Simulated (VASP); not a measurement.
Write the native input for VASP 6.6.1 that does the following.

| Item | Value |
| --- | --- |
| Task | single point |
| Functional | PBE |
| Potentials or basis | VASP PAW PBE potentials, release 64 (Ti_sv, C) |
| Cutoff | 520 eV |
| k mesh | 11 × 11 × 11 |
| Occupations | fermi-dirac, width 0.05 eV |
| Spin | no spin polarisation |
| Hubbard terms | Ti d U = 2.0 eV |
| Dipole correction | no |
| Further INCAR settings | ALGO = Normal; EDIFF = 1e-07; NBANDS = 15 |

The structure of TiC lies in POSCAR:

```
TiC
1.0
    0.0000000000      2.1751925113      2.1751925113
    2.1751925113      0.0000000000      2.1751925113
    2.1751925113      2.1751925113      0.0000000000
Ti C
1 1
Direct
    0.0000000000      0.0000000000      0.0000000000
    0.5000000000      0.5000000000      0.5000000000
```

One way to write it, as run:

INCAR

```
SYSTEM = TiC
PREC     = Accurate       ! precision mode
ENCUT    = 520            ! plane-wave cutoff, eV
EDIFF    = 1E-7           ! SCF threshold, eV
ISMEAR   = -1             ! smearing method
SIGMA    = 0.05           ! smearing width, eV
LREAL    = .FALSE.        ! projectors in reciprocal space
LASPH    = .TRUE.         ! aspherical terms in the spheres
NELM     = 150            ! most SCF steps
ALGO     = Normal         ! electronic algorithm
ISIF     = 2              ! what is computed and relaxed
LWAVE    = .FALSE.        ! write WAVECAR
LCHARG   = .TRUE.         ! write CHGCAR
LMAXMIX  = 4              ! l up to which the mixer works
LDAU     = .TRUE.         ! DFT+U
LDAUTYPE = 2            
LDAUL    = 2 -1           ! shell
LDAUU    = 2 0            ! U, eV
LDAUJ    = 0 0          
LDAUPRINT= 1            
GGA      = PE             ! functional
LELF     = .TRUE.         ! ELF
LVHAR    = .TRUE.       
NBANDS   = 15             ! bands
```

KPOINTS

```
regular mesh
0
G
  11 11 11
  0 0 0
```

Potentials or basis: VASP PAW PBE potentials, release 64 (Ti_sv, C).

The run is started by

```sh
$ cat potpaw_PBE.64/Ti_sv/POTCAR potpaw_PBE.64/C/POTCAR > POTCAR
$ mpirun -np 1 vasp_std > vasp.out
```

Results of the run:

| Item | Value |
| --- | --- |
| Pressure | 2.7 GPa |
| Band gap on the k mesh | zero (band 8 reaches 10.37 eV, above the bottom of band 9 at 9.07 eV) |

Caveat: U without spin polarisation on a metal has little footing; the U is typed as a test and isn't derived for this compound.

Wall time 12 s on 1 thread of AMD EPYC 9R45 96-Core Processor (Zen 5), with other jobs on the host, peak memory 0.12 GiB.
